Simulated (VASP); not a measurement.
CdS, 6 atoms in the cell. The structure is hexagonal, space group P6/mmm (No. 191). The conventional cell has a = 5.084 Å, b = 5.084 Å, c = 8.944 Å, α = 90.00°, β = 90.00°, γ = 120.00°. Within 3.6 Å of Cd (site symmetry 6mm) lie 2 Cd at 2.75 to 3.44 Å and 6 S at 3.07 Å. Cd (site symmetry 6/mmm) has 2 Cd at 2.75 Å within 3.6 Å. S (site symmetry mmm) has 4 S at 2.54 Å and 4 Cd at 3.07 Å within 3.4 Å. The cell was generated, and may not be a known phase.

```yaml
Program: VASP 6.6.1
Task: single point
Functional: PBE
Potentials_or_basis: VASP PAW PBE potentials, release 64 (Cd, S)
Cutoff: 520 eV
k_mesh: 6 × 6 × 2
Occupations: gaussian, width 0.1 eV
Spin: no spin polarisation
Dipole_correction: no
Further_INCAR_settings: ALGO = Normal; EDIFF = 1e-06; NBANDS = 36
```

Potentials or basis: VASP PAW PBE potentials, release 64 (Cd, S).

Launch:

```sh
$ cat potpaw_PBE.64/Cd/POTCAR potpaw_PBE.64/S/POTCAR > POTCAR
$ mpirun -np 1 vasp_std > vasp.out
```

Hardware: 1 thread of Intel(R) Xeon(R) 6975P-C (Granite Rapids) (shared host).

How long does it take, and how much memory?

Run time: 52 s on 1 thread of Intel(R) Xeon(R) 6975P-C (Granite Rapids), with other jobs on the host, peak memory 0.35 GiB. Counts: scf iterations 16, k points 14.
